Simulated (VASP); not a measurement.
A run of VASP 6.6.1 is set up as follows.

INCAR

```
SYSTEM = Lu
PREC = Accurate
ENCUT = 520
EDIFF = 1E-6
ISMEAR = -1
SIGMA = 0.1
LREAL = .False.
LASPH = .True.
NELM = 100
ALGO = Normal
ISIF = 2
LWAVE = .False.
LCHARG = .False.
GGA = CA
NBANDS = 32
```

File KPOINTS:

```
regular mesh
0
Gamma
  18 18 10
  0 0 0
```

Contents of POSCAR:

```
Lu
1.0
    3.5126105853      0.0000000000      0.0000000000
   -1.7563052926      3.0420100004      0.0000000000
    0.0000000000      0.0000000000      5.4546246131
Lu
2
Direct
    0.3333333333      0.6666666667      0.2500000000
    0.6666666667      0.3333333333      0.7500000000
```

Potentials or basis: VASP PAW PBE potentials, release 64 (Lu).

Run with:

```console
$ cat potpaw_PBE.64/Lu/POTCAR > POTCAR
$ mpirun -np 1 vasp_std > vasp.out
```

(1) Estimate the pressure.

(2) Predict the band gap on the k mesh.

## Answers

(1) -4.9 GPa.

(2) zero (bands 25 and 26 overlap by 1.81 eV).

Caveat: the cell stands under tension; the PAW data sets were made with another functional, which shifts forces and pressure a little; spin-orbit coupling is left out, which moves the levels of the heavy elements.
